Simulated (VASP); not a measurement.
Here is a VASP 6.6.1 calculation.

Contents of INCAR:

```
PREC = Accurate
ENCUT = 520
EDIFF = 1E-7
ISMEAR = -1
SIGMA = 0.05
LREAL = F
LASPH = T
NELM = 100
ALGO = Normal
ISIF = 2
LWAVE = F
LCHARG = F
GGA = PS
IVDW = 13
NBANDS = 8
```

File KPOINTS:

```
Automatic mesh
0
Gamma
  11 11 11
```

Contents of POSCAR:

```
Li
1.0
   -1.7121505602      1.7121505602      1.7121505602
    1.7121505602     -1.7121505602      1.7121505602
    1.7121505602      1.7121505602     -1.7121505602
Li
1
Direct
    0.0000000000      0.0000000000      0.0000000000
```

Potentials or basis: VASP PAW PBE potentials, release 64 (Li_sv).

The run is started by

```bash
$ cat potpaw_PBE.64/Li_sv/POTCAR > POTCAR
$ mpirun -np 1 vasp_std > vasp.out
```

Task: What does it give for the dispersion energy per atom?

Result: -0.011 eV.
